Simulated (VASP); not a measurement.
# Sr5Ca3Ti8O24 (P1) in VASP: single point with PBEsol

Aim: the single point of Sr5Ca3Ti8O24 with PBEsol.

Everything below comes from runs of VASP 6.6.1. Logs are shortened: lines on timing, memory, paths and dates and some standing lists are left out, and cuts for length are marked.

## Step 1: The cell of the first run

The typed cell holds 40 atoms: a = 7.730 Å, b = 7.730 Å, c = 7.730 Å, α = 90.00°, β = 90.00°, γ = 90.00°.

## Step 2: Single point, PBEsol

The input, INCAR:

```
PREC = Accurate
ENCUT = 700
EDIFF = 1E-6
ISMEAR = -1
SIGMA = 0.05
LREAL = Auto
LASPH = T
NELM = 120
ALGO = Normal
ISIF = 2
LWAVE = F
LCHARG = T
GGA = PS
LELF = T
LVHAR = T
NBANDS = 186
ISYM = -1
GGA_COMPAT = F
```

The input, KPOINTS:

```
explicit points
1
Reciprocal
  0.25000000   0.25000000   0.25000000 1
```

The input, POSCAR:

```
Sr5Ca3Ti8O24
1.0
    7.7297766487      0.0000000000      0.0000000000
    0.0000000000      7.7297766487      0.0000000000
    0.0000000000      0.0000000000      7.7297766487
Sr Ca Ti O
5 3 8 24
Direct
    0.9903910000      0.9984670000      0.9915910000
    0.9919660000      0.9985520000      0.4910260000
    0.0045790000      0.4956680000      0.0036700000
    0.0043950000      0.4965910000      0.5012040000
    0.5036920000      0.4964620000      0.0070720000
    0.4874980000      0.9946200000      0.9753150000
    0.4816160000      0.9933120000      0.4874110000
    0.5097590000      0.4928800000      0.5040920000
    0.2506800000      0.2435050000      0.2446080000
    0.2484510000      0.2439310000      0.7442610000
    0.2489890000      0.7461570000      0.2454310000
    0.2489180000      0.7460890000      0.7432090000
    0.7409340000      0.2433920000      0.2492400000
    0.7452990000      0.2436920000      0.7441510000
    0.7422580000      0.7457140000      0.2481800000
    0.7443360000      0.7471440000      0.7440780000
    0.2685650000      0.2710640000      0.0001090000
    0.2420790000      0.2236090000      0.4994500000
    0.2826150000      0.7344830000      0.0005910000
    0.2312530000      0.7801340000      0.5003720000
    0.7313840000      0.2248300000      0.0039260000
    0.7630080000      0.2811270000      0.5034950000
    0.7197760000      0.7819740000      0.0047720000
    0.7771540000      0.7277130000      0.5040330000
    0.0030750000      0.2236540000      0.2394670000
    0.0038710000      0.2773250000      0.7631960000
    0.0038760000      0.7802810000      0.2300210000
    0.0048880000      0.7267160000      0.7751570000
    0.5023070000      0.2888110000      0.2739340000
    0.5025940000      0.2173330000      0.7339480000
    0.5028970000      0.7180050000      0.2888340000
    0.5036040000      0.7886010000      0.7227360000
    0.2964050000      0.0019150000      0.2281890000
    0.2324690000      0.0016290000      0.7764140000
    0.2261970000      0.5025310000      0.2667070000
    0.2861560000      0.5024180000      0.7213440000
    0.7203290000      0.0029440000      0.2877770000
    0.7822320000      0.0026210000      0.7329360000
    0.7771520000      0.5037010000      0.2277280000
    0.7220970000      0.5035250000      0.7724080000
```

Potentials or basis: VASP PAW PBE potentials, release 64 (Sr_sv, Ca_sv, Ti_sv, O).

Launch:

```
cat potpaw_PBE.64/Sr_sv/POTCAR potpaw_PBE.64/Ca_sv/POTCAR potpaw_PBE.64/Ti_sv/POTCAR potpaw_PBE.64/O/POTCAR > POTCAR
mpirun -np 1 vasp_std > vasp.out
```

OUTCAR:

```text
PREC = Accurate
   ENCUT = 700
   EDIFF = 1E-6
   ISMEAR = -1
   LREAL = Auto
   LASPH = T
   NELM = 120
   ISIF = 2
   GGA = PS
   ISYM = -1

 ion  position               nearest neighbor table
   1  0.990  0.998  0.992-  27 2.50  34 2.50  38 2.57  25 2.59  21 2.66  23 2.68  28 2.69  26 2.79
                            33 2.99  17 3.01  19 3.04  37 3.10  14 3.29  16 3.32  10 3.35  13 3.36
   2  0.992  0.999  0.491-  38 2.48  20 2.51  18 2.60  25 2.61  37 2.62  27 2.63  24 2.67  22 2.81
                            34 2.88  26 3.01  28 3.04  33 3.11  13 3.29  14 3.32  15 3.33   9 3.35
   3  0.005  0.496  0.004-  39 2.47  26 2.51  28 2.51  35 2.66  17 2.68  25 2.78  27 2.81  40 2.82
                            19 2.83  21 2.97  36 3.08  23 3.12  11 3.29   9 3.30  10 3.37  12 3.37
   4  0.004  0.497  0.501-  35 2.50  22 2.50  24 2.51  26 2.64  39 2.75  36 2.76  28 2.77  18 2.80
                            20 2.81  25 2.92  40 3.03  27 3.03  12 3.28  10 3.30  11 3.35  16 3.36
   5  0.504  0.496  0.007-  40 2.48  19 2.51  17 2.52  29 2.61  39 2.72  21 2.74  23 2.77  31 2.77
                            36 2.78  35 2.94  30 3.02  32 3.15  15 3.25  13 3.27  11 3.32   9 3.32
   6  0.487  0.995  0.975-  23 2.44  33 2.45  34 2.50  32 2.52  30 2.54  19 2.57   1 3.84   5 3.86
                             5 3.89   1 3.89
   7  0.482  0.993  0.487-  37 2.41  32 2.42  33 2.46  20 2.54  18 2.57   2 3.79   2 3.95
   8  0.510  0.493  0.504-  29 2.38  31 2.41  36 2.41  22 2.55   4 3.82   5 3.84   5 3.89   4 3.91

   9  0.251  0.244  0.245-  33 1.90  17 1.91  25 1.92  18 1.98  29 1.99  35 2.02   3 3.30   5 3.32
                             2 3.35   4 3.37   1 3.39
  10  0.248  0.244  0.744-  34 1.89  18 1.90  26 1.91  30 1.98  17 1.99  36 2.03   4 3.30   1 3.35
                             2 3.37   3 3.37   5 3.44
  11  0.249  0.746  0.245-  35 1.90  19 1.91  27 1.92  20 1.99  31 2.00  33 2.02   3 3.29   5 3.32
                             4 3.35   2 3.37   1 3.41
  12  0.249  0.746  0.743-  20 1.90  28 1.91  36 1.91  34 2.00  32 2.00  19 2.01   4 3.28   3 3.37
                             1 3.39   2 3.40   5 3.43
  13  0.741  0.243  0.249-  29 1.89  37 1.89  21 1.90  22 1.99  25 2.03  39 2.04   5 3.27   2 3.29
                             1 3.36   3 3.40   4 3.43
  14  0.745  0.244  0.744-  38 1.89  22 1.89  30 1.89  21 2.02  26 2.02  40 2.03   1 3.29   2 3.32
                             4 3.37   5 3.38   3 3.44
  15  0.742  0.746  0.248-  31 1.89  39 1.90  23 1.91  24 2.00  37 2.02  27 2.04   5 3.25   2 3.33
                             3 3.38   1 3.38   4 3.41
  16  0.744  0.747  0.744-  24 1.88  32 1.90  40 1.90  38 2.00  28 2.03  23 2.04   1 3.32   2 3.36
                             4 3.36   5 3.37   3 3.44
  17  0.269  0.271  0.000-   9 1.91  10 1.99   5 2.52   3 2.68   1 3.01
  18  0.242  0.224  0.499-  10 1.90   9 1.98   7 2.57   2 2.60   4 2.80
  19  0.283  0.734  0.001-  11 1.91  12 2.01   5 2.51   6 2.57   3 2.83   1 3.04
  20  0.231  0.780  0.500-  12 1.90  11 1.99   2 2.51   7 2.54   4 2.81
  21  0.731  0.225  0.004-  13 1.90  14 2.02   1 2.66   5 2.74   3 2.97
  22  0.763  0.281  0.503-  14 1.89  13 1.99   4 2.50   8 2.55   2 2.81
  23  0.720  0.782  0.005-  15 1.91  16 2.04   6 2.44   1 2.68   5 2.77   3 3.12
  24  0.777  0.728  0.504-  16 1.88  15 2.00   4 2.51   2 2.67
  25  0.003  0.224  0.239-   9 1.92  13 2.03   1 2.59   2 2.61   3 2.78   4 2.92
  26  0.004  0.277  0.763-  10 1.91  14 2.02   3 2.51   4 2.64   1 2.79   2 3.01
  27  0.004  0.780  0.230-  11 1.92  15 2.04   1 2.50   2 2.63   3 2.81   4 3.03
  28  0.005  0.727  0.775-  12 1.91  16 2.03   3 2.51   1 2.69   4 2.77   2 3.04
  29  0.502  0.289  0.274-  13 1.89   9 1.99   8 2.38   5 2.61
  30  0.503  0.217  0.734-  14 1.89  10 1.98   6 2.54   5 3.02
  31  0.503  0.718  0.289-  15 1.89  11 2.00   8 2.41   5 2.77
  32  0.504  0.789  0.723-  16 1.90  12 2.00   7 2.42   6 2.52   5 3.15
  33  0.296  0.002  0.228-   9 1.90  11 2.02   6 2.45   7 2.46   1 2.99   2 3.11
  34  0.232  0.002  0.776-  10 1.89  12 2.00   6 2.50   1 2.50   2 2.88
  35  0.226  0.503  0.267-  11 1.90   9 2.02   4 2.50   3 2.66   5 2.94
  36  0.286  0.502  0.721-  12 1.91  10 2.03   8 2.41   4 2.76   5 2.78   3 3.08
  37  0.720  0.003  0.288-  13 1.89  15 2.02   7 2.41   2 2.62   1 3.10
  38  0.782  0.003  0.733-  14 1.89  16 2.00   2 2.48   1 2.57
  39  0.777  0.504  0.228-  15 1.90  13 2.04   3 2.47   5 2.72   4 2.75
  40  0.722  0.504  0.772-  16 1.90  14 2.03   5 2.48   3 2.82   4 3.03

IMPORTANT INFORMATION: All symmetrisations will be switched off!
NOSYMM: (Re-)initialisation of all symmetry stuff for point group C_1.

----------------------------------------------------------------------------------------

                                     Primitive cell

  volume of cell :     461.8499

  direct lattice vectors                    reciprocal lattice vectors
     7.729776649  0.000000000  0.000000000     0.129369844  0.000000000  0.000000000
     0.000000000  7.729776649  0.000000000     0.000000000  0.129369844  0.000000000
     0.000000000  0.000000000  7.729776649     0.000000000  0.000000000  0.129369844

  length of vectors
     7.729776649  7.729776649  7.729776649     0.129369844  0.129369844  0.129369844

  position of ions in fractional coordinates (direct lattice)
     0.990391000  0.998467000  0.991591000
     0.991966000  0.998552000  0.491026000
     0.004579000  0.495668000  0.003670000
     0.004395000  0.496591000  0.501204000
     0.503692000  0.496462000  0.007072000
     0.487498000  0.994620000  0.975315000
[... 32 lines left out ...]
     0.777152000  0.503701000  0.227728000
     0.722097000  0.503525000  0.772408000

  ion indices of the primitive-cell ions
   primitive index   ion index
                 1           1
                 2           2
                 3           3
                 4           4
                 5           5
                 6           6
[... 32 lines left out ...]
                39          39
                40          40

----------------------------------------------------------------------------------------

 KPOINTS: explicit points

Read explicit list of k-points.

 Found      1 k-points:

 Following reciprocal coordinates:
            Coordinates               Weight
  0.250000  0.250000  0.250000      1.000000
   k-points           NKPTS =      1   k-points in BZ     NKDIM =      1   number of bands    NBANDS=    186
   number of dos      NEDOS =    301   number of ions     NIONS =     40
   total plane-waves  NPLWV = 343000
   dimension x,y,z NGX =    70 NGY =   70 NGZ =   70
   dimension x,y,z NGXF=   140 NGYF=  140 NGZF=  140
   ions per type =               5   3   8  24
   NGX,Y,Z   is equivalent  to a cutoff of  15.06, 15.06, 15.06 a.u.
   NGXF,Y,Z  is equivalent  to a cutoff of  30.11, 30.11, 30.11 a.u.
 SYSTEM =  unknown system
   PREC   = accura    normal or accurate (medium, high low for compatibility)
   ISTART =      0    job   : 0-new  1-cont  2-samecut
   ICHARG =      2    charge: 1-file 2-atom 10-const
   ISPIN  =      1    spin polarized calculation?
   LNONCOLLINEAR =      F non collinear calculations
   LSORBIT =      F    spin-orbit coupling
   LASPH  =      T    aspherical Exc in radial PAW
   ENCUT  =  700.0 eV  51.45 Ry    7.17 a.u.  16.68 16.68 16.68*2*pi/ulx,y,z
   NELM   =    120;   NELMIN=  2; NELMDL= -5     # of ELM steps
   EDIFF  = 0.1E-05   stopping-criterion for ELM
   LREAL  =      T    real-space projection
   EDIFFG = 0.1E-04   stopping-criterion for IOM
   NSW    =      0    number of steps for IOM
   IBRION =     -1    ionic relax: 0-MD 1-quasi-New 2-CG
   NFREE  =      0    steps in history (QN), initial steepest desc. (CG)
   ISIF   =      2    stress and relaxation
   ISYM   =     -1    0-nonsym 1-usesym 2-fastsym
   POTIM  = 0.5000    time-step for ionic-motion
   TEBEG  =    0.0;   TEEND  =   0.0 temperature during run
   PSTRESS=    0.0 pullay stress
   NELECT =     320.0000    total number of electrons
   NUPDOWN=      -1.0000    fix difference up-down
   EMIN   =  10.00;   EMAX   =-10.00  energy-range for DOS
   EFERMI =   0.00;   METHOD = LEGACY
   ISMEAR =    -1;   SIGMA  =   0.05  broadening in eV -4-tet -1-fermi 0-gaus
   EFERMI_NEDOS =   21; number of points for ismear=-14 and -15
   IALGO  =     38    algorithm
   IMIX   =      4    mixing-type and parameters
     AMIX     =   0.40;   BMIX     =  1.00
     AMIX_MAG =   1.60;   BMIX_MAG =  1.00
  volume/ion in A,a.u.               =      11.55        77.92
  Fermi-wavevector in a.u.,A,eV,Ry     =   1.448631  2.737516 28.552272  2.098533
  Thomas-Fermi vector in A             =   2.566450
   LORBIT       =      0    0 simple, 1 ext, 2 COOP (PROOUT), +10 PAW based schemes
   GGA     = PS    functional components
   LHFCALC =     F    Hartree Fock is set to
   AEXX    =    0.0000 exact exchange contribution
   IVDW    =     0    specifies the selected vdW correction
   LEPSILON=     F    determine dielectric tensor
   LRPA    =     F    only Hartree local field effects (RPA)
 non-spin polarized calculation
  energy-cutoff  :      700.00
  volume of cell :      461.85
 maximum number of plane-waves:     19381
 NGX is ok and might be reduce to    70
   NGX = 33   NGY = 33   NGZ = 33

 number of electron     319.9999990 magnetization

 Free energy of the ion-electron system (eV)
  ---------------------------------------------------
  ext. energy  EPLUGINS =         0.00000000
  ---------------------------------------------------
  free energy    TOTEN  =      -336.78762015 eV

  energy without entropy =     -336.78762015  energy(sigma->0) =     -336.78762015

 E-fermi :   5.0273     XC(G=0): -11.5933

 val. band max:        3.7428334628   @ k =   0.2500   0.2500   0.2500
 cond. band min:       6.7074797634   @ k =   0.2500   0.2500   0.2500
 fundamental gap:      2.9646463006
 Fermi energy:         5.0272558044

 k-point     1 :       0.2500    0.2500    0.2500
  band No.  band energies     occupation
      1     -52.0054      2.00000
      2     -52.0047      2.00000
      3     -51.9979      2.00000
      4     -51.9966      2.00000
      5     -51.9795      2.00000
      6     -51.9790      2.00000
[... 164 lines left out ...]
    171       7.6787      0.00000
    172       7.7177      0.00000
 [bands above 172 left out]

------------------------ aborting loop because EDIFF is reached ----------------------------------------

  FORCE on cell =-STRESS in cart. coord.  units (eV):
  Direction    XX          YY          ZZ          XY          YZ          ZX
  --------------------------------------------------------------------------------------
  -------------------------------------------------------------------------------------
  Total        1.6225170      0.1238442      2.3679826     -1.2921562     -1.4360963     -1.1888022
  in kB        5.6285822      0.4296209      8.2146348     -4.4825461     -4.9818806     -4.1240064
  external PRESSURE =       4.7576126 kB  Pullay stress =       0.0000000 kB

 VOLUME and BASIS-vectors are now :
 -----------------------------------------------------------------------------
  energy-cutoff  :      700.00
  volume of cell :      461.85
      direct lattice vectors                 reciprocal lattice vectors
     7.729776649  0.000000000  0.000000000     0.129369844  0.000000000  0.000000000
     0.000000000  7.729776649  0.000000000     0.000000000  0.129369844  0.000000000
     0.000000000  0.000000000  7.729776649     0.000000000  0.000000000  0.129369844

 POSITION                                       TOTAL-FORCE (eV/Angst)
 -----------------------------------------------------------------------------------
      7.65550      7.71793      7.66478         0.008641      0.007206      0.018613
      7.66768      7.71858      3.79552         0.017031      0.009548     -0.013143
      0.03539      3.83140      0.02837         0.012171      0.005386      0.005374
      0.03397      3.83854      3.87419         0.008080      0.003014      0.002939
      3.89343      3.83754      0.05466        -0.002845      0.001242      0.004795
      3.76825      7.68819      7.53897         0.018946      0.003071      0.023127
[... 32 lines left out ...]
      6.00721      3.89350      1.76029        -0.015461     -0.023249      0.021912
      5.58165      3.89214      5.97054         0.018428     -0.023338     -0.013421
 -----------------------------------------------------------------------------------
    total drift:                               -0.010694      0.004101     -0.000871

  FREE ENERGIE OF THE ION-ELECTRON SYSTEM (eV)
  ---------------------------------------------------
  free  energy   TOTEN  =      -336.7876201494 eV

  energy  without entropy=     -336.7876201494  energy(sigma->0) =     -336.78762015
```

It took 7.4 min on 1 thread of Intel Xeon Platinum 8259CL at 2.50GHz (Skylake/Cascade Lake), shared host; peak memory 0.75 GiB.

What came out:

- Free energy: -336.7876 eV
- Pressure: 0.5 GPa
- Largest force: 0.038 eV/Å
- Band gap on the k mesh: 2.96 eV

Forces in eV/Å, atoms in the order of the input:
```
Sr   0.009  0.007  0.019
Sr   0.017  0.010 -0.013
Sr   0.012  0.005  0.005
Sr   0.008  0.003  0.003
Sr  -0.003  0.001  0.005
Ca   0.019  0.003  0.023
Ca   0.004  0.007 -0.001
Ca  -0.002  0.011  0.003
Ti   0.010  0.016  0.017
Ti   0.012  0.030  0.013
Ti   0.019  0.010  0.025
Ti   0.008  0.003  0.022
Ti   0.024  0.012  0.012
Ti   0.015  0.026  0.023
Ti   0.019  0.018  0.016
Ti   0.021  0.005  0.024
O    0.001 -0.013 -0.021
O    0.005  0.009 -0.015
O   -0.013  0.012 -0.018
O    0.011 -0.006 -0.019
O   -0.009 -0.006 -0.029
O   -0.017 -0.010 -0.020
O    0.001  0.002 -0.020
O   -0.017  0.007 -0.024
O   -0.012  0.007  0.005
O   -0.016 -0.010 -0.010
O   -0.019 -0.009  0.005
O   -0.018  0.006 -0.013
O   -0.029 -0.013  0.001
O   -0.018 -0.007  0.001
O   -0.025  0.000 -0.005
O   -0.023 -0.003  0.004
O    0.005 -0.009 -0.008
O    0.009 -0.012 -0.016
O    0.021 -0.018  0.004
O   -0.003 -0.016  0.008
O    0.000 -0.014 -0.016
O   -0.027 -0.017  0.002
O   -0.015 -0.023  0.022
O    0.018 -0.023 -0.013
```

Stress tensor (GPa, compression positive):
```
 0.56 -0.45 -0.41
-0.45  0.04 -0.50
-0.41 -0.50  0.82
```

Caveat: the PAW data sets were made with another functional, which shifts forces and pressure a little; a shifted mesh leaves out Γ, where band edges can lie.
